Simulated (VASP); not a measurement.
A run of VASP 6.6.1 is set up as follows.

POSCAR

```
Ta3N
1.0
    3.8993387023      0.0000000000      0.0000000000
    0.0000000000      3.8993387023      0.0000000000
    0.0000000000      0.0000000000      3.8993387023
Ta N
3 1
Direct
    0.0000000000      0.5000000000      0.5000000000
    0.5000000000      0.0000000000      0.5000000000
    0.5000000000      0.5000000000      0.0000000000
    0.0000000000      0.0000000000      0.0000000000
```

Contents of INCAR.step1:

```
PREC = Accurate ; ENCUT = 600
ISMEAR = 0 ; SIGMA = 0.1
LREAL = False ; LASPH = True
NELM = 80 ; GGA = PE
ALGO = Normal ; EDIFF = 1E-4
LWAVE = True ; LCHARG = False
```

INCAR.step2

```
PREC = Accurate ; ENCUT = 600
EDIFF = 1E-6 ; ISMEAR = 0
SIGMA = 0.1 ; LREAL = False
LASPH = True ; NELM = 80
ALGO = Normal ; ISIF = 3
LWAVE = False ; LCHARG = False
METAGGA = R2SCAN ; LMIXTAU = True
IBRION = 2 ; NSW = 90
EDIFFG = -0.04 ; ISTART = 1
```

Contents of KPOINTS:

```
Automatic mesh
0
Gamma
  4 4 4
```

Potentials or basis: VASP PAW PBE potentials, release 64 (Ta_pv, N).

Run with:

```bash
$ cat potpaw_PBE.64/Ta_pv/POTCAR potpaw_PBE.64/N/POTCAR > POTCAR
$ cp INCAR.step1 INCAR
$ mpirun -np 1 vasp_std > vasp.out
$ cp INCAR.step2 INCAR
$ mpirun -np 1 vasp_std > vasp.out
```

Task: Estimate the relaxed cell.

Result: a = 3.942 Å, b = 3.942 Å, c = 3.942 Å, α = 90.00°, β = 90.00°, γ = 90.00°.

Task: Predict the relaxed volume.

Result: 15.32 Å³/atom.

Task: What does it give for the band gap on the k mesh?

Result: Zero (band 19 reaches 6.26 eV, above the bottom of band 20 at 3.69 eV).

Final structure:
```yaml
crystal:
  lattice:
    - [3.94241, 0.00000, 0.00000]
    - [0.00000, 3.94241, 0.00000]
    - [0.00000, 0.00000, 3.94241]
  atoms:
    - { symbol: Ta, position: [0.00000, 0.50000, 0.50000] }
    - { symbol: Ta, position: [0.50000, 0.00000, 0.50000] }
    - { symbol: Ta, position: [0.50000, 0.50000, 0.00000] }
    - { symbol: N, position: [0.00000, 0.00000, 0.00000] }
```

Caveat: the k points lie up to 0.40 Å⁻¹ apart in the final cell; the PAW data sets were made with another functional, which shifts forces and pressure a little; spin-orbit coupling is left out, which moves the levels of the heavy elements.
